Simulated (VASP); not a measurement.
Here is a VASP 6.6.1 calculation.

Contents of INCAR:

```
SYSTEM = BaTiO3
PREC = Accurate ; ENCUT = 520
EDIFF = 1E-8 ; ISMEAR = -1
SIGMA = 0.03 ; LREAL = .FALSE.
LASPH = .TRUE. ; NELM = 80
ALGO = Normal ; ISIF = 2
LWAVE = .FALSE. ; LCHARG = .FALSE.
GGA = PE ; LEFG = .TRUE.
NBANDS = 28
```

KPOINTS

```
Automatic mesh
0
G
  7 7 7
  0 0 0
```

POSCAR

```
BaTiO3
1.0
    4.1197940000      0.0000000000      0.0000000000
    0.0000000000      4.1197940000      0.0000000000
    0.0000000000      0.0000000000      4.0180000000
Ba Ti O
1 1 3
Direct
    0.0000000000      0.0000000000      0.0000000000
    0.5000000000      0.5000000000      0.5000000000
    0.5000000000      0.5000000000      0.0000000000
    0.5000000000      0.0000000000      0.5000000000
    0.0000000000      0.5000000000      0.5000000000
```

Potentials or basis: VASP PAW PBE potentials, release 64 (Ba_sv, Ti_sv, O).

Command:

```bash
$ cat potpaw_PBE.64/Ba_sv/POTCAR potpaw_PBE.64/Ti_sv/POTCAR potpaw_PBE.64/O/POTCAR > POTCAR
$ mpirun -np 1 vasp_std > vasp.out
```

Q: What does it give for the band gap on the k mesh?

A: 1.64 eV, indirect (least direct gap 1.77 eV).

Q: What does it give for the pressure?

A: -5.6 GPa.

Stress tensor (GPa, compression positive):
```
-6.87  0.00  0.00
 0.00 -6.87  0.00
 0.00  0.00 -3.08
```

Caveat: the cell differs from its parent crystal (equal xx and yy strain of +3 %); without QUAD_EFG the Cq values of the log hold for a quadrupole moment of 1 mb, not for the nuclei; spin-orbit coupling is left out, which moves the levels of the heavy elements. A k mesh can miss the band edges.
